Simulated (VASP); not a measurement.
Write the native input for VASP 6.6.1 that does the following.

```
Task                   : single point
Functional             : r2SCAN
Potentials or basis    : VASP PAW PBE potentials, release 64 (Zr_sv, S, Sb)
Cutoff                 : 520 eV
k mesh                 : 9 × 9 × 4
Occupations            : fermi-dirac, width 0.1 eV
Spin                   : no spin polarisation
Dipole correction      : no
Further INCAR settings : ALGO = Normal; EDIFF = 1e-07; NBANDS = 32
```

Crystal: ZrSbS.

```xyz
6
Lattice="3.8481 0.0000 0.0000 0.0000 3.8481 0.0000 0.0000 0.0000 8.5102" Properties=species:S:1:pos:R:3 pbc="T T T"
Zr    0.0000    1.9241    2.3488
Zr    1.9241    0.0000    6.1614
S     0.0000    1.9241    5.2933
S     1.9241    0.0000    3.2169
Sb    0.0000    0.0000    0.0000
Sb    1.9241    1.9241    0.0000
```

These files were run (other wordings do the same):

POSCAR

```
ZrSbS
1.0
    3.8481110000      0.0000000000      0.0000000000
    0.0000000000      3.8481110000      0.0000000000
    0.0000000000      0.0000000000      8.5102040000
Zr S Sb
2 2 2
Direct
    0.0000000000      0.5000000000      0.2760000000
    0.5000000000      0.0000000000      0.7240000000
    0.0000000000      0.5000000000      0.6220000000
    0.5000000000      0.0000000000      0.3780000000
    0.0000000000      0.0000000000      0.0000000000
    0.5000000000      0.5000000000      0.0000000000
```

INCAR.step1

```
SYSTEM = ZrSbS
PREC = Accurate
ENCUT = 520
ISMEAR = -1
SIGMA = 0.1
LREAL = .False.
LASPH = .True.
NELM = 100
NBANDS = 32
GGA = PE
ALGO = Normal
EDIFF = 1E-4
LWAVE = .True.
LCHARG = .False.
```

INCAR.step2

```
SYSTEM = ZrSbS
PREC = Accurate
ENCUT = 520
EDIFF = 1E-7
ISMEAR = -1
SIGMA = 0.1
LREAL = .False.
LASPH = .True.
NELM = 100
ALGO = Normal
ISIF = 2
LWAVE = .False.
LCHARG = .False.
METAGGA = R2SCAN
LMIXTAU = .True.
NBANDS = 32
ISTART = 1
```

KPOINTS

```
Automatic mesh
0
Gamma
  9 9 4
  0 0 0
```

Potentials or basis: VASP PAW PBE potentials, release 64 (Zr_sv, S, Sb).

Command:

```bash
$ cat potpaw_PBE.64/Zr_sv/POTCAR potpaw_PBE.64/S/POTCAR potpaw_PBE.64/Sb/POTCAR > POTCAR
$ cp INCAR.step1 INCAR
$ mpirun -np 1 vasp_std > vasp.out
$ cp INCAR.step2 INCAR
$ mpirun -np 1 vasp_std > vasp.out
```

It gave:

| Item | Value |
| --- | --- |
| Pressure | 4.3 GPa |
| Largest force | 0.719 eV/Å |
| Band gap on the k mesh | zero (bands 23 and 24 overlap by 1.53 eV) |

Caveat: the stress differs along the axes, from -7 to 10 GPa; the PAW data sets were made with another functional, which shifts forces and pressure a little; spin-orbit coupling is left out, which moves the levels of the heavy elements.

Wall time 5.5 min on 1 thread of Intel(R) Xeon(R) 6975P-C (Granite Rapids), on a shared host, peak memory 0.35 GiB.
